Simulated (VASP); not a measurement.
**Zr2Nb3Cu3: single point with PBE**

The system is Zr2Nb3Cu3.

```
Nb Cu Zr
1.0
     6.81858    0.05211   -0.05431
     0.05211    6.64796   -0.21491
    -0.05431   -0.21491    6.48614
Nb Cu Zr
6 6 4
Direct
  0.84345 0.81777 0.22145
  0.04248 0.50043 0.44233
  0.88397 0.79671 0.66916
  0.02829 0.08469 0.00393
  0.23935 0.74170 0.75487
  0.76421 0.32666 0.15242
  0.42372 0.38178 0.80748
  0.98638 0.08425 0.39521
  0.61189 0.62688 0.02370
  0.26006 0.25602 0.18593
  0.07043 0.47497 0.91217
  0.54947 0.97867 0.05617
  0.42633 0.05282 0.43880
  0.75665 0.25394 0.68580
  0.30159 0.72902 0.20306
  0.58524 0.57439 0.46229
```

```
Program                : VASP 6.6.1
Task                   : single point
Functional             : PBE
Potentials or basis    : VASP PAW PBE potentials, release 64 (Nb_sv, Cu, Zr_sv)
Cutoff                 : 520 eV
k mesh                 : 1 × 1 × 1, shifted
Occupations            : fermi-dirac, width 0.2594 eV
Spin                   : no spin polarisation
Dipole correction      : no
Further INCAR settings : LREAL = Auto; ALGO = Normal; EDIFF = 1e-07; NBANDS = 110; ISYM = 0
```

```yaml
Pressure: 6.2 GPa
Largest_force: 3.910 eV/Å
Band_gap_on_the_k_mesh: 0.10 eV
```

Forces on the atoms (eV/Å):
```
Nb  -0.014 -1.486 -0.163
Nb   0.392 -1.523  0.358
Nb  -1.511  0.492  1.080
Nb  -0.978 -1.964 -3.179
Nb   2.228  1.039 -0.580
Nb  -0.663 -0.700  1.049
Cu  -1.335 -0.446  0.536
Cu   1.955  1.616  2.047
Cu  -0.341 -0.811 -3.068
Cu   2.628  2.880  0.300
Cu  -1.067 -0.301  0.626
Cu  -0.180  1.696 -1.611
Zr   0.339  0.279  2.506
Zr   1.447 -0.119  0.225
Zr  -2.078 -0.448 -0.664
Zr  -0.824 -0.201  0.538
```

Stress tensor (GPa, compression positive):
```
6.96 3.08 4.16
3.08 7.52 2.36
4.16 2.36 4.18
```

Levels at points of the mesh, in eV from the valence-band top:
| k point | band 93 | band 94 | band 95 | band 96 | band 97 | band 98 | band 99 | band 100 |
| --- | --- | --- | --- | --- | --- | --- | --- | --- |
| (0.25, 0.25, 0.25) | -0.40 | -0.30 | -0.27 | 0.00 | 0.10 | 0.21 | 0.38 | 0.46 |

It took 4.1 min on 1 thread of Intel Xeon 6975P-C (shared host), peak memory 0.36 GiB.

Caveat: the k points lie up to 0.97 Å⁻¹ apart.
